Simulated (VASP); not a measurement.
# H4C in VASP: notebook, part 2 of 2

VASP 6.6.1.

## Step 3: Single point, PBE+D3(BJ)

This run uses another cell than the first one, of 13.54 Å³/atom, 1.048 times its volume.

INCAR reads:

```
ALGO     = Normal         # electronic algorithm
EDIFF    = 1E-6           # SCF threshold, eV
ENCUT    = 520            # plane-wave cutoff, eV
GGA      = PE             # functional
GGA_COMPAT= F            
ISIF     = 2              # what is computed and relaxed
ISMEAR   = -1             # smearing method
IVDW     = 12             # dispersion correction
LASPH    = T              # aspherical terms in the spheres
LCHARG   = T              # write CHGCAR
LELF     = T              # ELF
LREAL    = Auto         
LVHAR    = T            
LWAVE    = F              # write WAVECAR
NBANDS   = 58             # bands
NELM     = 120            # most SCF steps
PREC     = Accurate       # precision mode
SIGMA    = 0.02           # smearing width, eV
```

KPOINTS reads:

```
k-points
0
Gamma
  1 1 1
```

POSCAR reads:

```
H4C
1.0
    8.0137320000      0.2053730000     -0.0391680000
    0.2053730000      8.1275750000     -0.0145860000
   -0.0391680000     -0.0145860000      8.3213460000
C H
8 32
Direct
   -0.0722744571      0.5203401630      0.1755435762
    0.0808871220     -0.1091636960      0.6839369406
    0.8575409906      0.4808149611      0.6701922180
    0.1322323469      0.0110156459      0.1362567968
    0.7116299516      0.1677334407      0.4329972197
    0.4255242942      0.7322489587      0.4524565520
    0.2720987549      0.3486927053      0.4324593156
    0.4864334336      0.9716075989      0.9264996905
    0.0095170211      0.5705959188      0.2821653462
   -0.0165821711      0.4344839138      0.0956441292
   -0.0978718907      0.6360032180      0.1071993998
   -0.1855106329      0.4750307936      0.2227839966
   -0.0586288448     -0.0888096290      0.6823184913
    0.1321206625      0.0135290273      0.6576306569
    0.1314667289     -0.1686427237      0.5720095602
    0.1212028985     -0.1560811035      0.7974035302
    0.8761673792      0.3695905800      0.6044344956
    0.7724920212      0.5385942097      0.5631316019
    0.9688616107      0.5469219383      0.6668783842
    0.7720045397      0.4925260414      0.7809700328
    0.0041339024      0.0500572082      0.1023382577
    0.1844871603      0.0771698964      0.2394626534
    0.2248402287      0.0203073465      0.0428900258
    0.1202554852     -0.1186658333      0.1461517532
    0.7283964128      0.1405900372      0.3050204230
    0.7220643776      0.3224093094      0.4249534246
    0.7844651615      0.0832673109      0.5257972050
    0.5892554179      0.1401886239      0.4806463699
    0.3876846540      0.8431235009      0.3818351781
    0.3290889744      0.6568379645      0.4857952542
    0.4837534749      0.7637968430      0.5804215324
    0.5329157223      0.6582015256      0.4064695508
    0.2843598502      0.2384436679      0.3817790711
    0.2365916987      0.3612834825      0.5586279557
    0.1895254169      0.4272379398      0.3586865663
    0.3835913358      0.4135799659      0.4375081847
    0.3617935339      1.0126951158      0.8883949664
    0.4548084622      0.9099296137      1.0439159928
    0.5757496874      1.0575428285      0.9394004628
    0.5400038106      0.8760094715      0.8388100126
```

Potentials or basis: VASP PAW PBE potentials, release 64 (C, H).

On the command line:

```console
$ cat potpaw_PBE.64/C/POTCAR potpaw_PBE.64/H/POTCAR > POTCAR
$ mpirun -np 1 vasp_gam > vasp.out
```

OUTCAR:

```text
EDIFF = 1E-6
   ENCUT = 520
   GGA = PE
   ISIF = 2
   ISMEAR = -1
   IVDW = 12
   LASPH = T
   LREAL = Auto
   NELM = 120
   PREC = Accurate
 IVDW          = 12

 ion  position               nearest neighbor table
   1  0.928  0.520  0.176-  10 1.05  12 1.08  11 1.11   9 1.18
   2  0.081  0.891  0.684-  16 1.06  15 1.12  14 1.12  13 1.12
   3  0.858  0.481  0.670-  17 1.06  19 1.07  20 1.15  18 1.20
   4  0.132  0.011  0.136-  24 1.07  23 1.09  21 1.09  22 1.10
   5  0.712  0.168  0.433-  25 1.09  28 1.10  27 1.17  26 1.27
   6  0.426  0.732  0.452-  30 1.05  32 1.10  29 1.11  31 1.19
   7  0.272  0.349  0.432-  33 0.99  36 1.06  35 1.08  34 1.09
   8  0.486  0.972  0.926-  39 1.03  37 1.08  40 1.14  38 1.14
   9  0.010  0.571  0.282-   1 1.18
  10  0.983  0.434  0.096-   1 1.05
  11  0.902  0.636  0.107-   1 1.11
  12  0.814  0.475  0.223-   1 1.08
  13  0.941  0.911  0.682-   2 1.12
  14  0.132  0.014  0.658-   2 1.12
[... 24 lines left out ...]
  39  0.576  0.058  0.939-   8 1.03
  40  0.540  0.876  0.839-   8 1.14

  LATTYP: Found a triclinic cell.
 ALAT       =    13.9200784840
 B/A-ratio  =     1.2758209736
 C/A-ratio  =     0.5978020148
 COS(alpha) =     0.0009938210
 COS(beta)  =     0.6012106481
 COS(gamma) =     0.7550685580

  Lattice vectors:

 A1 = (   7.8475270000,  -7.9076160000,  -8.3459280000)
 A2 = (   7.6029860000, -16.0497770000,  -0.0099960000)
 A3 = (   0.0391680000,   0.0145860000,  -8.3213460000)

Analysis of symmetry for initial positions (statically):
=====================================================================
 Subroutine PRICEL returns:
 Original cell was already a primitive cell.

 Routine SETGRP: Setting up the symmetry group for a
 triclinic supercell.

 Subroutine GETGRP returns: Found  1 space group operations
 (whereof  1 operations were pure point group operations)
 out of a pool of  2 trial point group operations.

The static configuration has the point symmetry C_1 .

Analysis of symmetry for dynamics (positions and initial velocities):
=====================================================================
 Subroutine PRICEL returns:
 Original cell was already a primitive cell.

 Routine SETGRP: Setting up the symmetry group for a
 triclinic supercell.

 Subroutine GETGRP returns: Found  1 space group operations
 (whereof  1 operations were pure point group operations)
 out of a pool of  2 trial point group operations.

The dynamic configuration has the point symmetry C_1 .

 Subroutine INISYM returns: Found  1 space group operations
 (whereof  1 operations are pure point group operations),
 and found     1 'primitive' translations

----------------------------------------------------------------------------------------

                                     Primitive cell

  volume of cell :     541.6227

  direct lattice vectors                    reciprocal lattice vectors
     8.013732000  0.205373000 -0.039168000     0.124869487 -0.003154241  0.000582223
     0.205373000  8.127575000 -0.014586000    -0.003154241  0.123117994  0.000200960
    -0.039168000 -0.014586000  8.321346000     0.000582223  0.000200960  0.120175959

  length of vectors
     8.016458867  8.130182421  8.321450963     0.124910676  0.123158556  0.120177537

  position of ions in fractional coordinates (direct lattice)
     0.927725543  0.520340163  0.175543576
     0.080887122  0.890836304  0.683936941
     0.857540991  0.480814961  0.670192218
     0.132232347  0.011015646  0.136256797
     0.711629952  0.167733441  0.432997220
     0.425524294  0.732248959  0.452456552
[... 32 lines left out ...]
     0.575749687  0.057542828  0.939400463
     0.540003811  0.876009471  0.838810013

  ion indices of the primitive-cell ions
   primitive index   ion index
                 1           1
                 2           2
                 3           3
                 4           4
                 5           5
                 6           6
[... 32 lines left out ...]
                39          39
                40          40

----------------------------------------------------------------------------------------

 KPOINTS: k-points

Automatic generation of k-mesh.
 Grid dimensions read from file:
 generate k-points for:    1    1    1

 Generating k-lattice:

  Cartesian coordinates                     Fractional coordinates (reciprocal lattice)
     0.124869487 -0.003154241  0.000582223     1.000000000 -0.000000000  0.000000000
    -0.003154241  0.123117994  0.000200960     0.000000000  1.000000000 -0.000000000
     0.000582223  0.000200960  0.120175959     0.000000000 -0.000000000  1.000000000

  Length of vectors
     0.124910676  0.123158556  0.120177537

  Shift w.r.t. Gamma in fractional coordinates (k-lattice)
     0.000000000  0.000000000  0.000000000

 Subroutine IBZKPT returns following result:
 ===========================================

 Found      1 irreducible k-points:

 Following reciprocal coordinates:
            Coordinates               Weight
  0.000000  0.000000  0.000000      1.000000
   k-points           NKPTS =      1   k-points in BZ     NKDIM =      1   number of bands    NBANDS=     58
   number of dos      NEDOS =    301   number of ions     NIONS =     40
   total plane-waves  NPLWV = 230400
   dimension x,y,z NGX =    60 NGY =   60 NGZ =   64
   dimension x,y,z NGXF=   120 NGYF=  120 NGZF=  128
   ions per type =               8  32
   NGX,Y,Z   is equivalent  to a cutoff of  12.44, 12.27, 12.79 a.u.
   NGXF,Y,Z  is equivalent  to a cutoff of  24.89, 24.54, 25.57 a.u.
 SYSTEM =  unknown system
   PREC   = accura    normal or accurate (medium, high low for compatibility)
   ISTART =      0    job   : 0-new  1-cont  2-samecut
   ICHARG =      2    charge: 1-file 2-atom 10-const
   ISPIN  =      1    spin polarized calculation?
   LNONCOLLINEAR =      F non collinear calculations
   LSORBIT =      F    spin-orbit coupling
   LASPH  =      T    aspherical Exc in radial PAW
   ENCUT  =  520.0 eV  38.22 Ry    6.18 a.u.  14.91 15.12 15.47*2*pi/ulx,y,z
   NELM   =    120;   NELMIN=  2; NELMDL= -5     # of ELM steps
   EDIFF  = 0.1E-05   stopping-criterion for ELM
   LREAL  =      T    real-space projection
   EDIFFG = 0.1E-04   stopping-criterion for IOM
   NSW    =      0    number of steps for IOM
   IBRION =     -1    ionic relax: 0-MD 1-quasi-New 2-CG
   NFREE  =      0    steps in history (QN), initial steepest desc. (CG)
   ISIF   =      2    stress and relaxation
   ISYM   =      2    0-nonsym 1-usesym 2-fastsym
   POTIM  = 0.5000    time-step for ionic-motion
   TEBEG  =    0.0;   TEEND  =   0.0 temperature during run
   PSTRESS=    0.0 pullay stress
   NELECT =      64.0000    total number of electrons
   NUPDOWN=      -1.0000    fix difference up-down
   EMIN   =  10.00;   EMAX   =-10.00  energy-range for DOS
   EFERMI =   0.00;   METHOD = LEGACY
   ISMEAR =    -1;   SIGMA  =   0.02  broadening in eV -4-tet -1-fermi 0-gaus
   EFERMI_NEDOS =   21; number of points for ismear=-14 and -15
   IALGO  =     38    algorithm
   IMIX   =      4    mixing-type and parameters
     AMIX     =   0.40;   BMIX     =  1.00
     AMIX_MAG =   1.60;   BMIX_MAG =  1.00
  volume/ion in A,a.u.               =      13.54        91.38
  Fermi-wavevector in a.u.,A,eV,Ry     =   0.803346  1.518103  8.780717  0.645364
  Thomas-Fermi vector in A             =   1.911196
   LORBIT       =      0    0 simple, 1 ext, 2 COOP (PROOUT), +10 PAW based schemes
   GGA     = PE    functional components
   LHFCALC =     F    Hartree Fock is set to
   AEXX    =    0.0000 exact exchange contribution
   IVDW    =    12    specifies the selected vdW correction
   LEPSILON=     F    determine dielectric tensor
   LRPA    =     F    only Hartree local field effects (RPA)
 non-spin polarized calculation
  energy-cutoff  :      520.00
  volume of cell :      541.62
 maximum number of plane-waves:      7294
 NGX is ok and might be reduce to    60
   NGX = 29   NGY = 31   NGZ = 31

 number of electron      64.0000002 magnetization

 Free energy of the ion-electron system (eV)
  ---------------------------------------------------
  ext. energy  EPLUGINS =         0.00000000
  ---------------------------------------------------
  free energy    TOTEN  =      -189.08094527 eV

  energy without entropy =     -189.08094527  energy(sigma->0) =     -189.08094527

 E-fermi :  -5.5677     XC(G=0):  -5.2510

 val. band max:       -6.0937144736   @ k =   0.0000   0.0000   0.0000
 cond. band min:       0.3180307787   @ k =   0.0000   0.0000   0.0000
 fundamental gap:      6.4117452523
 Fermi energy:        -5.5677193951

 k-point     1 :       0.0000    0.0000    0.0000
  band No.  band energies     occupation
      1     -15.5822      2.00000
      2     -15.4357      2.00000
      3     -15.1585      2.00000
      4     -15.1359      2.00000
      5     -15.0358      2.00000
      6     -14.9992      2.00000
[... 36 lines left out ...]
     43       3.4149      0.00000
     44       3.6442      0.00000
 [bands above 44 left out]

------------------------ aborting loop because EDIFF is reached ----------------------------------------

 Edisp (eV)   -0.98835

 E8    (eV) :    -0.2047

  FORCE on cell =-STRESS in cart. coord.  units (eV):
  Direction    XX          YY          ZZ          XY          YZ          ZX
  --------------------------------------------------------------------------------------
  -------------------------------------------------------------------------------------
  Total       2.60176     3.89121    -7.18048     0.59222     3.70012    -0.92131
  in kB       7.69627    11.51063   -21.24062     1.75185    10.94536    -2.72533
  external pressure =       -0.68 kB  Pullay stress =        0.00 kB

 VOLUME and BASIS-vectors are now :
 -----------------------------------------------------------------------------
  energy-cutoff  :      520.00
  volume of cell :      541.62
      direct lattice vectors                 reciprocal lattice vectors
     8.013732000  0.205373000 -0.039168000     0.124869487 -0.003154241  0.000582223
     0.205373000  8.127575000 -0.014586000    -0.003154241  0.123117994  0.000200960
    -0.039168000 -0.014586000  8.321346000     0.000582223  0.000200960  0.120175959

 POSITION                                       TOTAL-FORCE (eV/Angst)
 -----------------------------------------------------------------------------------
      7.53453      4.41707      1.41683         0.667252      3.175623      1.861340
      0.80437      7.24698      5.67511        -0.529572      1.826815     -2.292112
      6.94460      4.07420      5.53630        -3.440906      1.854484     -1.511114
      1.05660      0.11470      1.12850         0.076138      0.417309     -0.234390
      5.72030      1.50310      3.57280         0.233576      1.930752      0.874767
      3.54270      6.03220      3.73770         2.569539      1.237791      2.380740
[... 32 lines left out ...]
      4.58893      0.57222      7.79369         1.357046      2.055005      0.434443
      4.47450      7.21850      6.94610        -0.581800      0.538932      0.726069
 -----------------------------------------------------------------------------------
    total drift:                               -0.005972      0.001197     -0.007326

  FREE ENERGIE OF THE ION-ELECTRON SYSTEM (eV)
  ---------------------------------------------------
  free  energy   TOTEN  =      -190.0692958729 eV

  energy  without entropy=     -190.0692958729  energy(sigma->0) =     -190.06929587
```

Wall time 1.7 min (1 thread of AMD EPYC 7R43 (Zen 3), shared host); peak memory 0.43 GiB.

Results:

```yaml
Free_energy: -190.0693 eV
Pressure: -0.1 GPa
Largest_force: 4.880 eV/Å
Band_gap_on_the_k_mesh: 6.41 eV
Dispersion_energy_per_atom: -0.025 eV
```

Forces in eV/Å, atoms in the order of the input:
```
C    0.667  3.176  1.861
C   -0.530  1.827 -2.292
C   -3.441  1.854 -1.511
C    0.076  0.417 -0.234
C    0.234  1.931  0.875
C    2.570  1.238  2.381
C   -0.706  4.412  1.962
C   -1.302 -3.644  0.141
H   -0.991 -1.347 -1.614
H    1.132 -1.173 -0.647
H   -0.382 -0.377  0.004
H   -0.586 -0.118  0.251
H    0.775 -0.353 -0.172
H   -0.314 -0.184  0.858
H   -0.637 -0.668  0.931
H    0.600 -0.604  0.724
H    0.351 -1.723  0.667
H    1.032 -0.042  1.783
H    0.749  0.638  0.578
H    1.451 -0.527 -1.237
H    0.177  0.783 -0.118
H   -0.601 -0.504  0.093
H   -0.500  0.460 -0.384
H    0.290 -1.140  0.927
H   -0.054 -0.864  0.203
H   -0.060 -3.485  1.022
H    0.306  1.707 -1.584
H   -0.586  0.432 -0.764
H    0.179 -0.443  0.282
H   -1.324 -0.789 -0.130
H   -0.991  0.211 -1.882
H   -0.279  0.019 -0.698
H    0.459 -4.155 -1.331
H   -0.622 -0.725  0.031
H   -0.457  0.057 -0.048
H    1.446  0.115 -0.474
H    0.130  0.659 -0.792
H    0.965  0.333 -0.820
H    1.357  2.055  0.434
H   -0.582  0.539  0.726
```

Caveat: the k points lie up to 0.78 Å⁻¹ apart.

## Step 4: Single point, PBE+D3(BJ)

This run uses another cell than the first one, of 14.07 Å³/atom, 1.089 times its volume.

INCAR reads:

```
  PREC = Accurate
  ENCUT = 520
  EDIFF = 1E-6
  ISMEAR = -1
  SIGMA = 0.02
  LREAL = Auto
  LASPH = T
  NELM = 120
  ALGO = Normal
  ISIF = 2
  LWAVE = F
  LCHARG = F
  GGA = PE
  IVDW = 12
  NBANDS = 58
  GGA_COMPAT = F
```

KPOINTS reads:

```
regular mesh
0
Gamma
  1 1 1
```

POSCAR reads:

```
H4C
1.0
    8.0038640000      0.4308320000     -0.1027090000
    0.4308320000      8.3161820000      0.1005240000
   -0.1027090000      0.1005240000      8.4800320000
C H
8 32
Direct
   -0.1213119299      0.5802756150      0.1600357814
    0.1140345388     -0.0578824220      0.6170767924
    0.9380835356      0.4935466515      0.6905795094
    0.1137232430      0.0328766320      0.1800200176
    0.7361137460      0.1708533465      0.4358274409
    0.4580895898      0.7869176061      0.4236830496
    0.3393995947      0.2796951584      0.4255695399
    0.4513642311      1.0117787305      0.9440708624
    0.0200504498      0.5539525058      0.1600788582
   -0.1972268959      0.4811984608      0.1834157028
   -0.1618666771      0.6075057855      0.0299298309
   -0.1532049360      0.6611390450      0.2541976413
   -0.0096710884     -0.0357252380      0.6581930276
    0.1606062914      0.0586127024      0.6184768794
    0.1234956109     -0.1015957367      0.4982170964
    0.1557164801     -0.1478200665      0.7034234008
    0.8806865569      0.4460665534      0.5829593616
    0.9845905074      0.6189123647      0.6666968662
    1.0493824423      0.4130864915      0.7300745934
    0.8587099093      0.4990717622      0.7985027116
   -0.0114144814      0.0268628115      0.2250377443
    0.2003997736     -0.0372711113      0.2747076310
    0.1783578264      0.1416552929      0.1624143868
    0.1145963183     -0.0330545108      0.0717795457
    0.8123703396      0.0700645913      0.3903044909
    0.7312707294      0.2479740973      0.3108456120
    0.8224365367      0.1940622595      0.5343097431
    0.6200122313      0.1491087257      0.4900679420
    0.4787970571      0.8471090835      0.3124188651
    0.3349238060      0.7573916070      0.4098290732
    0.4718716350      0.8859862207      0.5160950554
    0.5582453509      0.6895753906      0.4372646171
    0.2751194402      0.1986918066      0.3701853893
    0.3846215514      0.2040452306      0.5273910113
    0.2411005620      0.3845929046      0.4345387353
    0.4555339393      0.2953962436      0.3777453933
    0.3395213422      1.0125778510      0.8658792233
    0.4176689858      0.9170868179      1.0444664747
    0.4598686062      1.1260221943      0.9994467461
    0.5612257038      0.9891278319      0.8618731444
```

On the command line:

```console
$ cat potpaw_PBE.64/C/POTCAR potpaw_PBE.64/H/POTCAR > POTCAR
$ mpirun -np 1 vasp_gam > vasp.out
```

Wall time 93 s (1 thread of AMD EPYC 7R43 (Zen 3), shared host); peak memory 0.5 GiB.

Results (log left out):

```
Free energy                : -190.2171 eV
Pressure                   : 0.0 GPa
Largest force              : 3.725 eV/Å
Band gap on the k mesh     : 6.41 eV
Dispersion energy per atom : -0.024 eV
```

Forces on the atoms (eV/Å):
```
C    0.470 -0.722 -1.986
C   -0.416  0.351 -0.428
C    0.599  1.217  0.531
C    1.590 -1.386  1.320
C    1.470  1.114 -1.929
C    1.798  2.541  0.738
C   -0.491  1.360  2.052
C   -0.647 -1.903  0.254
H   -1.126 -0.455  0.203
H    0.651 -0.757  0.308
H    0.306  0.834  1.682
H   -0.297  1.170 -0.149
H   -1.829  0.317 -0.354
H    0.844  0.295  0.410
H   -0.358 -0.283 -0.144
H    1.569 -0.708  0.726
H    0.057  0.328  0.636
H   -0.821 -1.516  0.185
H    0.108 -0.107 -0.295
H    0.071  0.091 -1.089
H   -0.230  1.051  0.095
H   -0.824  0.348 -1.320
H   -1.062  0.301 -0.014
H    0.290 -0.360 -0.427
H   -0.300 -1.644 -0.091
H   -0.320 -0.503  3.056
H   -0.135  1.144 -0.483
H   -0.268 -0.363 -0.474
H    0.357  0.324 -0.551
H   -1.474 -0.962  0.437
H   -0.378 -1.549 -0.962
H   -0.033 -0.536  0.338
H   -1.507 -2.414 -2.403
H   -0.545  0.640  1.274
H    1.089 -0.190  0.628
H    0.994  1.018 -1.470
H    0.037  0.536  0.043
H    1.576  1.306 -1.823
H   -0.133  0.559  0.169
H   -0.683 -0.486  1.307
```

Stress tensor (GPa, compression positive):
```
 0.92 -0.40  0.27
-0.40  0.89  1.20
 0.27  1.20 -1.82
```

Levels at points of the mesh, in eV from the valence-band top:
```
           k point  band 30  band 31  band 32  band 33  band 34  band 35
(0.00, 0.00, 0.00)    -0.32    -0.28     0.00     6.41     8.22     8.30
```

Caveat: the k points lie up to 0.79 Å⁻¹ apart.

## Step 5: The runs side by side

```tsv
cell	gap on the mesh (eV)	pressure (GPa)	largest force (eV/Å)
a = 8.049, b = 7.954, c = 8.075 Å, angles 90.8, 89.6, 89.0°, 40 atoms	6.05	-0.3	5.08
a = 8.016, b = 8.130, c = 8.321 Å, angles 90.2, 90.6, 87.1°, 40 atoms	6.41	-0.1	4.88
a = 8.016, b = 8.328, c = 8.481 Å, angles 88.7, 91.4, 84.0°, 40 atoms	6.41	0.0	3.72
```

Alike in all rows: task single point; level PBE+D3(BJ); potentials or basis VASP PAW PBE potentials, release 64 (C, H); no spin polarisation; k mesh 1 × 1 × 1; cutoff (eV) 520; smearing fermi-dirac 0.02 eV.

Caveats: all runs use coarse meshes.

Total energies depend on the potentials used, so only differences within one code and one set of settings carry meaning.
